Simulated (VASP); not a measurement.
Runs of VASP 6.6.1 on Ba. The structure is that of space group P6/mmm (No. 191), or close to it. The cells are those of the table. 

| cell | gap on the mesh (eV) | pressure (GPa) |
| --- | --- | --- |
| a = 3.967, b = 3.967, c = 3.600 Å, angles 90.0, 90.0, 120.0°, 1 atom | none | 0.8 |
| a = 4.657, b = 4.657, c = 4.226 Å, angles 90.0, 90.0, 120.0°, 1 atom | none | -2.0 |
| a = 4.312, b = 4.312, c = 4.226 Å, angles 90.0, 90.0, 120.0°, 1 atom | none | -1.6 |
| a = 4.312, b = 4.312, c = 3.757 Å, angles 90.0, 90.0, 120.0°, 1 atom | none | (b) |
| a = 3.967, b = 3.967, c = 4.070 Å, angles 90.0, 90.0, 120.0°, 1 atom | none | -0.3 |
| a = 4.139, b = 4.139, c = 3.600 Å, angles 90.0, 90.0, 120.0°, 1 atom | none | (c) |
| a = 3.967, b = 3.967, c = 3.757 Å, angles 90.0, 90.0, 120.0°, 1 atom | none | 0.4 |
| a = 4.139, b = 4.139, c = 4.226 Å, angles 90.0, 90.0, 120.0°, 1 atom | none | -1.1 |
| a = 3.967, b = 3.967, c = 3.913 Å, angles 90.0, 90.0, 120.0°, 1 atom | none | 0.0 |
| a = 3.967, b = 3.967, c = 4.226 Å, angles 90.0, 90.0, 120.0°, 1 atom | none | (a) |
| a = 4.312, b = 4.312, c = 4.070 Å, angles 90.0, 90.0, 120.0°, 1 atom | none | -1.4 |
| a = 4.657, b = 4.657, c = 3.600 Å, angles 90.0, 90.0, 120.0°, 1 atom | none | -1.4 |

Alike in all rows: task single point; level LDA; potentials or basis VASP PAW LDA potentials, release 64 (Ba_sv); no spin polarisation; k mesh 15 × 15 × 12; cutoff (eV) 520; smearing gaussian 0.15 eV.

Q: Estimate the missing entries.

A: (a) -0.5; (b) -1.0; (c) -0.1.

Caveats: spin-orbit coupling is left out, which moves the levels of the heavy elements.

A k mesh can miss the band edges, and the runs leave out spin-orbit coupling on Ba.

A gap of «none» marks levels without a gap at the run's occupations.
